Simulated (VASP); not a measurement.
A run of VASP 6.6.1:

INCAR

```
SYSTEM = Ho2Sb2N
PREC = Accurate ; ENCUT = 600
EDIFF = 1E-6 ; ISMEAR = 0
SIGMA = 0.2 ; LREAL = .FALSE.
LASPH = .TRUE. ; NELM = 200
ALGO = Normal ; ISIF = 2
LWAVE = .FALSE. ; LCHARG = .TRUE.
GGA = PE ; LELF = .TRUE.
LVHAR = .TRUE. ; NBANDS = 24
GGA_COMPAT = .FALSE. ; LMAXMIX = 6
```

File KPOINTS:

```
Automatic mesh
0
G
  4 4 3
  0 0 0
```

File POSCAR:

```
Ho2Sb2N
1.0
    1.8853116786     -3.7459696129     -0.4658967328
    1.8853116786      3.7459696129     -0.4658967328
   -1.6568804093      0.0000000000      9.0804009506
Ho Sb N
2 2 1
Direct
    0.1783493355      0.8216506645      0.0000000000
    0.6805236441      0.3194763559      0.5000000000
    0.5866348076      0.8543930833      0.7227357660
    0.1456069167      0.4133651924      0.2772642340
    0.8515044362      0.1484955638      0.0000000000
```

Potentials or basis: VASP PAW PBE potentials, release 64 (Ho_3, Sb, N), 4f in core.

Command:

```console
$ cat potpaw_PBE.64/Ho_3/POTCAR potpaw_PBE.64/Sb/POTCAR potpaw_PBE.64/N/POTCAR > POTCAR
$ mpirun -np 1 vasp_std > vasp.out
```

Hardware: 1 thread of Intel(R) Xeon(R) Platinum 8488C (Sapphire Rapids), with other jobs on the host.

**Question.** How long does it take, and how much memory?

**Answer.** Run time: 110 s on 1 thread of Intel(R) Xeon(R) Platinum 8488C (Sapphire Rapids) (shared host), peak memory 0.34 GiB. Counts: scf iterations 15, k points 17.
